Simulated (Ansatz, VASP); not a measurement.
## Ru in VASP and in Ansatz

```xyz
2
Lattice="2.7398 0.0000 0.0000 -1.3699 2.3728 0.0000 0.0000 0.0000 4.3022" Properties=species:S:1:pos:R:3 pbc="T T T"
Ru    0.0000    1.5818    1.0755
Ru    1.3699    0.7909    3.2266
```

Alike in both runs: functional RPBE; k mesh 10 × 10 × 6; occupations fermi-dirac, width 0.1 eV; no spin polarisation.

Ansatz relaxed the structure, and its values are those at the end. VASP's run is a single point on that final structure, the one shown.

|  | VASP | Ansatz |
| --- | --- | --- |
| version | VASP 6.6.1 | Ansatz 0.2.0 |
| potentials or method | VASP PAW PBE potentials, release 64 (Ru_pv) | plane waves, PAW |
| plane-wave cutoff (eV) | 520 | 420 |
| valence electrons in the cell | 28 | 32 |

Ansatz gave:

* pressure (GPa): 0.0

What did VASP give for the same quantities?

Pressure (GPa): -0.1.

VASP's potentials were made for PBE, not for RPBE. VASP's potentials hold 28 valence electrons a cell and Ansatz's 32, so a difference there can come from the potentials and not from the codes.
